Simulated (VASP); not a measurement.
# BN in VASP: a series of runs, part 2 of 2

VASP 6.6.1. Earlier steps stand in the parts before.

## (3) Single point, PBE

Contents of INCAR:

```
PREC     = Accurate       # precision mode
ENCUT    = 520            # plane-wave cutoff, eV
EDIFF    = 1E-7           # SCF threshold, eV
ISMEAR   = -1             # smearing method
SIGMA    = 0.0388         # smearing width, eV
LREAL    = Auto         
LASPH    = T              # aspherical terms in the spheres
NELM     = 80             # most SCF steps
ALGO     = Normal         # electronic algorithm
ISIF     = 2              # what is computed and relaxed
LWAVE    = F              # write WAVECAR
LCHARG   = F              # write CHGCAR
GGA      = PE             # functional
NBANDS   = 46             # bands
```

Contents of KPOINTS:

```
Automatic mesh
0
Gamma
  2 2 2
  0.5 0.5 0.5
```

Contents of POSCAR:

```
BN
1.0
   -1.2812122566     -2.2191247237      4.2408978108
   -1.2812122566     -2.2191247237     -4.2408978108
    5.1248490264      0.0000000001      0.0000000000
B N
8 8
Direct
    0.8340239501      0.8291966704      0.1518342571
    0.8352112425      0.8435736227      0.6661547936
    0.3327128200      0.3359305349      0.1735512709
    0.3349356438      0.3322760655      0.6750694122
    0.4224404148      0.9141167279      0.8406063029
    0.4046092237      0.9021965493      0.3291054165
    0.9006516756      0.4065407364      0.8259170013
    0.9265076764      0.4296617033      0.3434463771
    0.6486084011      0.0186325990      0.1721415290
    0.6312002798      0.0119321160      0.6551250760
    0.1387032425      0.5168344948      0.1649318798
    0.1535426817      0.5116930233      0.6717839142
    0.2333107719      0.1031836090      0.8428355065
    0.2211060822      0.0984473851      0.3279292347
    0.7168005891      0.5874546288      0.8103200210
    0.7442956480      0.6121837639      0.3432967565
```

Potentials or basis: VASP PAW PBE potentials, release 64 (B, N).

Run with:

```sh
$ cat potpaw_PBE.64/B/POTCAR potpaw_PBE.64/N/POTCAR > POTCAR
$ mpirun -np 1 vasp_std > vasp.out
```

OUTCAR:

```text
PREC = Accurate
   ENCUT = 520
   EDIFF = 1E-7
   ISMEAR = -1
   LREAL = Auto
   LASPH = T
   NELM = 80
   ISIF = 2
   GGA = PE

 ion  position               nearest neighbor table
   1  0.834  0.829  0.152-  14 1.54   9 1.59  15 1.61  16 1.63
   2  0.835  0.844  0.666-  16 1.55  13 1.57  10 1.58  15 1.59
   3  0.333  0.336  0.174-  14 1.56  13 1.57  11 1.59  16 1.63
   4  0.335  0.332  0.675-  15 1.52  12 1.53  13 1.57  14 1.62
   5  0.422  0.914  0.841-   9 1.56  10 1.58  12 1.59  13 1.60
   6  0.405  0.902  0.329-  10 1.53  11 1.53   9 1.59  14 1.61
[... 8 lines left out ...]
  15  0.717  0.587  0.810-   4 1.52   7 1.55   2 1.59   1 1.61
  16  0.744  0.612  0.343-   8 1.55   2 1.55   1 1.63   3 1.63

  LATTYP: Found a face centered orthorhombic cell.
 ALAT       =     5.1248490264
 B/A-ratio  =     1.6550332659
 C/A-ratio  =     1.7320508076

  Lattice vectors:

 A1 = (   3.8436367698,  -2.2191247236,  -4.2408978108)
 A2 = (   2.5624245132,  -4.4382494473,   0.0000000000)
 A3 = (  -1.2812122566,  -2.2191247237,  -4.2408978108)

Analysis of symmetry for initial positions (statically):
=====================================================================
 Subroutine PRICEL returns:
 Original cell was already a primitive cell.

 Routine SETGRP: Setting up the symmetry group for a
 face centered orthorhombic supercell.

 Subroutine GETGRP returns: Found  1 space group operations
 (whereof  1 operations were pure point group operations)
 out of a pool of  8 trial point group operations.

The static configuration has the point symmetry C_1 .

Analysis of symmetry for dynamics (positions and initial velocities):
=====================================================================
 Subroutine PRICEL returns:
[... 132 lines left out ...]
   EFERMI_NEDOS =   21; number of points for ismear=-14 and -15
   IALGO  =     38    algorithm
   IMIX   =      4    mixing-type and parameters
     AMIX     =   0.40;   BMIX     =  1.00
     AMIX_MAG =   1.60;   BMIX_MAG =  1.00
  volume/ion in A,a.u.               =       6.03        40.68
  Fermi-wavevector in a.u.,A,eV,Ry     =   1.427857  2.698258 27.739215  2.038775
  Thomas-Fermi vector in A             =   2.547981
   LORBIT       =      0    0 simple, 1 ext, 2 COOP (PROOUT), +10 PAW based schemes
   GGA     = PE    functional components
[... 5 lines left out ...]
 non-spin polarized calculation
  energy-cutoff  :      520.00
  volume of cell :       96.46
 maximum number of plane-waves:      2612
 NGX is ok and might be reduce to    40
   NGX = 19   NGY = 19   NGZ = 19

 number of electron      64.0000000 magnetization

 Free energy of the ion-electron system (eV)
  ---------------------------------------------------
  ext. energy  EPLUGINS =         0.00000000
  ---------------------------------------------------
  free energy    TOTEN  =      -138.88738909 eV

  energy without entropy =     -138.88738909  energy(sigma->0) =     -138.88738909

 E-fermi :   7.5965     XC(G=0): -12.7179

 val. band max:        6.6458244639   @ k =  -0.2500   0.2500  -0.2500
 cond. band min:      12.6125816816   @ k =  -0.2500  -0.2500   0.2500
 fundamental gap:      5.9667572178
 Fermi energy:         7.5965072749

 k-point     1 :       0.2500    0.2500    0.2500
  band No.  band energies     occupation
      1     -10.7991      2.00000
      2     -10.6633      2.00000
      3     -10.5011      2.00000
      4     -10.4056      2.00000
      5      -7.7732      2.00000
      6      -7.6509      2.00000
[... 177 lines left out ...]
     43      18.2993      0.00000
     44      18.3838      0.00000
 [bands above 44 left out]

------------------------ aborting loop because EDIFF is reached ----------------------------------------

  FORCE on cell =-STRESS in cart. coord.  units (eV):
  Direction    XX          YY          ZZ          XY          YZ          ZX
  --------------------------------------------------------------------------------------
  -------------------------------------------------------------------------------------
  Total       -2.2148282     -1.2179820     -1.6431391      0.9088724     -0.1833901      0.0317655
  in kB      -36.7874789    -20.2302320    -27.2919353     15.0960355     -3.0460423      0.5276127
  external PRESSURE =     -28.1032154 kB  Pullay stress =       0.0000000 kB

 VOLUME and BASIS-vectors are now :
 -----------------------------------------------------------------------------
  energy-cutoff  :      520.00
  volume of cell :       96.46
      direct lattice vectors                 reciprocal lattice vectors
    -1.281212257 -2.219124724  4.240897811     0.000000000 -0.225314059  0.117899563
    -1.281212257 -2.219124724 -4.240897811     0.000000000 -0.225314059 -0.117899563
     5.124849026  0.000000000  0.000000000     0.195127699 -0.112657030  0.000000000

 POSITION                                       TOTAL-FORCE (eV/Angst)
 -----------------------------------------------------------------------------------
     -1.35281     -3.69089      0.02047         1.615942      0.050728     -0.314630
      1.26306     -3.72543     -0.03546        -0.069751      0.680236      1.046016
      0.03275     -1.48380     -0.01365        -0.253546     -0.154729      0.794200
      2.60479     -1.48063      0.01128        -0.961028      1.163141      0.304078
      2.59557     -2.96599     -2.08515         0.099254      0.540468     -0.465203
      0.01232     -2.89996     -2.11022        -1.052055     -0.940293     -0.640763
[... 8 lines left out ...]
      2.48174     -2.89430      0.54854         1.742617     -1.811703     -0.468715
      0.02141     -3.01020      0.56027        -1.138931      1.091669     -1.103010
 -----------------------------------------------------------------------------------
    total drift:                                0.002437      0.004569     -0.000649

  FREE ENERGIE OF THE ION-ELECTRON SYSTEM (eV)
  ---------------------------------------------------
  free  energy   TOTEN  =      -138.8873890880 eV

  energy  without entropy=     -138.8873890880  energy(sigma->0) =     -138.88738909
```

Wall time 26 s (1 thread of Intel Xeon 6975P-C (Granite Rapids), shared host); peak memory 0.23 GiB.

What came out:

| Item | Value |
| --- | --- |
| Free energy | -138.8874 eV |
| Pressure | -2.8 GPa |
| Largest force | 2.557 eV/Å |
| Band gap on the k mesh | 5.97 eV |

Forces in eV/Å, atoms in the order of the input:
```
B    1.616  0.051 -0.315
B   -0.070  0.680  1.046
B   -0.254 -0.155  0.794
B   -0.961  1.163  0.304
B    0.099  0.540 -0.465
B   -1.052 -0.940 -0.641
B   -0.568 -0.721  0.950
B    0.297  1.329  0.963
N   -0.809  0.047 -0.178
N    1.428 -1.009  0.818
N   -0.050  0.198  0.340
N    0.107 -0.109 -2.164
N   -0.460 -0.041 -0.472
N    0.073 -0.314  0.592
N    1.743 -1.812 -0.469
N   -1.139  1.092 -1.103
```

Stress tensor (GPa, compression positive):
```
-3.68  1.51  0.05
 1.51 -2.02 -0.30
 0.05 -0.30 -2.73
```

Caveat: the k points lie up to 0.80 Å⁻¹ apart; the atoms stand as in a frame of molecular dynamics; a shifted mesh leaves out Γ, where band edges can lie; forces of over 1 eV/Å act on the atoms, so gaps and moduli don't describe the material at rest. A k mesh can miss the band edges.
